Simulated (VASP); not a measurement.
# Ti (Im-3m) in VASP: a series of runs, part 2 of 2

VASP 6.6.1.

**3. Single point, PBEsol (volume scaled by 1.04)**

File INCAR:

```
PREC = Accurate ; ENCUT = 520
EDIFF = 1E-7 ; ISMEAR = -1
SIGMA = 0.08 ; LREAL = False
LASPH = True ; NELM = 60
ALGO = Normal ; ISIF = 2
LWAVE = False ; LCHARG = False
GGA = PS ; NBANDS = 12
```

File KPOINTS:

```
Automatic mesh
0
Gamma
  17 17 17
```

File POSCAR:

```
Ti
1.0
   -1.6625945817      1.6625945817      1.6625945817
    1.6625945817     -1.6625945817      1.6625945817
    1.6625945817      1.6625945817     -1.6625945817
Ti
1
Direct
    0.0000000000      0.0000000000      0.0000000000
```

Potentials or basis: VASP PAW PBE potentials, release 64 (Ti_sv).

Launch:

```sh
cat potpaw_PBE.64/Ti_sv/POTCAR > POTCAR
mpirun -np 1 vasp_std > vasp.out
```

OUTCAR:

```text
PREC = Accurate
   ENCUT = 520
   EDIFF = 1E-7
   ISMEAR = -1
   LREAL = False
   LASPH = True
   NELM = 60
   ISIF = 2
   GGA = PS

 ion  position               nearest neighbor table
   1  0.000  0.000  0.000-

  LATTYP: Found a body centered cubic cell.
 ALAT       =     3.3251891634

  Lattice vectors:

 A1 = (  -1.6625945817,   1.6625945817,   1.6625945817)
 A2 = (   1.6625945817,  -1.6625945817,   1.6625945817)
 A3 = (   1.6625945817,   1.6625945817,  -1.6625945817)

Analysis of symmetry for initial positions (statically):
=====================================================================
 Subroutine PRICEL returns:
 Original cell was already a primitive cell.

 Routine SETGRP: Setting up the symmetry group for a
 body centered cubic supercell.

 Subroutine GETGRP returns: Found 48 space group operations
 (whereof 48 operations were pure point group operations)
 out of a pool of 48 trial point group operations.

The static configuration has the point symmetry O_h .

Analysis of symmetry for dynamics (positions and initial velocities):
=====================================================================
 Subroutine PRICEL returns:
 Original cell was already a primitive cell.

 Routine SETGRP: Setting up the symmetry group for a
 body centered cubic supercell.

 Subroutine GETGRP returns: Found 48 space group operations
 (whereof 48 operations were pure point group operations)
 out of a pool of 48 trial point group operations.

The dynamic configuration has the point symmetry O_h .

 Subroutine INISYM returns: Found 48 space group operations
 (whereof 48 operations are pure point group operations),
 and found     1 'primitive' translations

----------------------------------------------------------------------------------------
[... 108 lines left out ...]
   IALGO  =     38    algorithm
   IMIX   =      4    mixing-type and parameters
     AMIX     =   0.40;   BMIX     =  1.00
     AMIX_MAG =   1.60;   BMIX_MAG =  1.00
  volume/ion in A,a.u.               =      18.38       124.06
  Fermi-wavevector in a.u.,A,eV,Ry     =   1.420133  2.683661 27.439910  2.016777
  Thomas-Fermi vector in A             =   2.541080
   LORBIT       =      0    0 simple, 1 ext, 2 COOP (PROOUT), +10 PAW based schemes
   GGA     = PS    functional components
   LHFCALC =     F    Hartree Fock is set to
   AEXX    =    0.0000 exact exchange contribution
   IVDW    =     0    specifies the selected vdW correction
   LEPSILON=     F    determine dielectric tensor
   LRPA    =     F    only Hartree local field effects (RPA)
 non-spin polarized calculation
  energy-cutoff  :      520.00
  volume of cell :       18.38
 maximum number of plane-waves:       531
 NGX is ok and might be reduce to    24
   NGX = 11   NGY = 11   NGZ = 11

 number of electron      12.0000004 magnetization

 Free energy of the ion-electron system (eV)
  ---------------------------------------------------
  ext. energy  EPLUGINS =         0.00000000
  ---------------------------------------------------
  free energy    TOTEN  =        -8.19733668 eV

  energy without entropy =       -8.14409469  energy(sigma->0) =       -8.17071569

 E-fermi :   7.3849     XC(G=0): -11.3637

 val. band max:        7.3834524461   @ k =   0.2941   0.1176   0.0588
 cond. band min:       7.3863669801   @ k =  -0.3529  -0.4706   0.0588
 fundamental gap:      0.0029145340
 Fermi energy:         7.3848755886

 k-point     1 :       0.0000    0.0000    0.0000
  band No.  band energies     occupation
      1     -49.0272      2.00000
      2     -25.0383      2.00000
      3     -25.0383      2.00000
      4     -25.0383      2.00000
      5       1.5592      2.00000
      6       8.3161      0.00002
      7       8.3161      0.00002
      8       8.3161      0.00002
      9       9.9669      0.00000
     10       9.9669      0.00000
     11      24.4031      0.00000
     12      24.4031      0.00000
[... 331 lines left out ...]
 k-point    24 :       0.1765    0.1765    0.0000
  band No.  band energies     occupation
      1     -48.9554      2.00000
      2     -25.3986      2.00000
      3     -25.1561      2.00000
      4     -25.0747      2.00000
      5       4.1351      2.00000
      6       7.3812      1.02298
      7       7.5480      0.23027
      8       9.5508      0.00000
      9      10.2146      0.00000
     10      10.3841      0.00000
     11      20.2598      0.00000
     12      20.4928      0.00000

 [... further k-points ...]
[... 5 lines left out ...]
  --------------------------------------------------------------------------------------
  -------------------------------------------------------------------------------------
  Total       -1.1367945     -1.1367945     -1.1367945      0.0000000      0.0000000     -0.0000000
  in kB      -99.0771383    -99.0771383    -99.0771383      0.0000000      0.0000000     -0.0000000
  external PRESSURE =     -99.0771383 kB  Pullay stress =       0.0000000 kB

 VOLUME and BASIS-vectors are now :
 -----------------------------------------------------------------------------
  energy-cutoff  :      520.00
  volume of cell :       18.38
      direct lattice vectors                 reciprocal lattice vectors
    -1.662594582  1.662594582  1.662594582     0.000000000  0.300734771  0.300734771
     1.662594582 -1.662594582  1.662594582     0.300734771  0.000000000  0.300734771
     1.662594582  1.662594582 -1.662594582     0.300734771  0.300734771  0.000000000

 POSITION                                       TOTAL-FORCE (eV/Angst)
 -----------------------------------------------------------------------------------
      0.00000      0.00000      0.00000         0.000000      0.000000      0.000000
 -----------------------------------------------------------------------------------
    total drift:                                0.000000      0.000000      0.000000

  FREE ENERGIE OF THE ION-ELECTRON SYSTEM (eV)
  ---------------------------------------------------
  free  energy   TOTEN  =        -8.1973366850 eV

  energy  without entropy=       -8.1440946859  energy(sigma->0) =       -8.17071569
```

stdout:

```text
POSCAR found type information on POSCAR Ti
 POSCAR found :  1 types and       1 ions
 scaLAPACK will be used
 -----------------------------------------------------------------------------
|                                                                             |
|                                                                             |
|     You enforced a specific xc type in the INCAR file but a different       |
|     I HOPE YOU KNOW WHAT YOU ARE DOING!                                     |
|                                                                             |
 -----------------------------------------------------------------------------

 LDA part: xc-table for (Slater+PW92), standard interpolation
 POSCAR, INCAR and KPOINTS ok, starting setup
 FFT: planning ... GRIDC
 FFT: planning ... GRID_SOFT
 FFT: planning ... GRID
 WAVECAR not read
 entering main loop
```

Run time: 12 s. Hardware: 1 thread of Intel Xeon 6975P-C (Granite Rapids), shared host; peak memory 0.16 GiB.

Results:

```
Free energy            : -8.1973 eV
Pressure               : -9.9 GPa
Band gap on the k mesh : zero (band 6 reaches 8.32 eV, above the bottom of band 7 at 6.77 eV)
```

Caveat: the PAW data sets were made with another functional, which shifts forces and pressure a little.

**4. Single point, PBEsol (volume scaled by 1.06)**

File INCAR:

```
SYSTEM = Ti
  PREC = Accurate
  ENCUT = 520
  EDIFF = 1E-6
  ISMEAR = -1
  SIGMA = 0.08
  LREAL = .False.
  LASPH = .True.
  NELM = 80
  ALGO = Normal
  ISIF = 2
  LWAVE = .False.
  LCHARG = .False.
  GGA = PS
  NBANDS = 12
```

File KPOINTS:

```
regular mesh
0
Gamma
  17 17 17
  0 0 0
```

File POSCAR:

```
Ti
1.0
   -1.6731846416      1.6731846416      1.6731846416
    1.6731846416     -1.6731846416      1.6731846416
    1.6731846416      1.6731846416     -1.6731846416
Ti
1
Direct
    0.0000000000      0.0000000000      0.0000000000
```

Launch:

```sh
cat potpaw_PBE.64/Ti_sv/POTCAR > POTCAR
mpirun -np 1 vasp_std > vasp.out
```

Wall time 10 s (1 thread of Intel Xeon 6975P-C (Granite Rapids), shared host); peak memory 0.16 GiB.

It converged, with:

```
Free energy            : -8.1741 eV
Pressure               : -11.3 GPa
Band gap on the k mesh : zero (band 6 reaches 8.11 eV, above the bottom of band 7 at 6.60 eV)
```

Levels at points of the mesh, in eV from the Fermi level:
```csv
k point,band 2,band 3,band 4,band 5,band 6,band 7,band 8,band 9,band 10,band 11
"(0.00, 0.00, 0.00)",-32.48,-32.48,-32.48,-5.78,0.91,0.91,0.91,2.52,2.52,16.88
```

Caveat: the PAW data sets were made with another functional, which shifts forces and pressure a little.

**5. Summary**

| cell | gap on the mesh (eV) | pressure (GPa) |
| --- | --- | --- |
| a = 2.861 Å, angles 109.5°, 1 atom | none | -8.4 |
| a = 2.880 Å, angles 109.5°, 1 atom | none | -9.9 |
| a = 2.898 Å, angles 109.5°, 1 atom | none | -11.3 |

Alike in all rows: task single point; level PBEsol; potentials or basis VASP PAW PBE potentials, release 64 (Ti_sv); no spin polarisation; k mesh 17 × 17 × 17; cutoff (eV) 520; smearing fermi-dirac 0.08 eV.

Caveats: the PAW data sets were made with another functional, which shifts forces and pressure a little.

Absolute energies hang on the potentials; compare differences alone.
